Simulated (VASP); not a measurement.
Wanted: the native input for a VASP 6.6.1 run.

- Task: single point
- Functional: PBEsol
- Potentials or basis: VASP PAW PBE potentials, release 64 (Hf_pv)
- Cutoff: 520 eV
- k mesh: 18 × 18 × 10
- Occupations: gaussian, width 0.15 eV
- Spin: no spin polarisation
- Dipole correction: no
- Further INCAR settings: ALGO = Fast; EDIFF = 1e-06; NBANDS = 17

The structure of Hf lies in POSCAR:

```
Hf
1.0
    3.3183000000      0.0000000000      0.0000000000
   -1.6591500000      2.8737320974      0.0000000000
    0.0000000000      0.0000000000      4.6965000000
Hf
2
Direct
    0.3333333333      0.6666666667      0.2500000000
    0.6666666667      0.3333333333      0.7500000000
```

One way to write it, as run:

INCAR

```
SYSTEM = Hf
  ALGO = Fast
  EDIFF = 1E-6
  ENCUT = 520
  GGA = PS
  ISIF = 2
  ISMEAR = 0
  LASPH = .TRUE.
  LCHARG = .FALSE.
  LREAL = .FALSE.
  LWAVE = .FALSE.
  NBANDS = 17
  NELM = 60
  PREC = Accurate
  SIGMA = 0.15
```

KPOINTS

```
k-points
0
G
  18 18 10
  0 0 0
```

Potentials or basis: VASP PAW PBE potentials, release 64 (Hf_pv).

The run is started by

```bash
$ cat potpaw_PBE.64/Hf_pv/POTCAR > POTCAR
$ mpirun -np 1 vasp_std > vasp.out
```

It gave:

```json
{"Pressure": "-3.2 GPa", "Band gap on the k mesh": "zero (bands 10 and 11 overlap by 1.48 eV)"}
```

Caveat: the cell stands under tension; the PAW data sets were made with another functional, which shifts forces and pressure a little; spin-orbit coupling is left out, which moves the levels of the heavy elements.

It took 2.3 min on 1 thread of AMD EPYC 9R45 96-Core Processor (Zen 5) (shared host), peak memory 0.25 GiB.
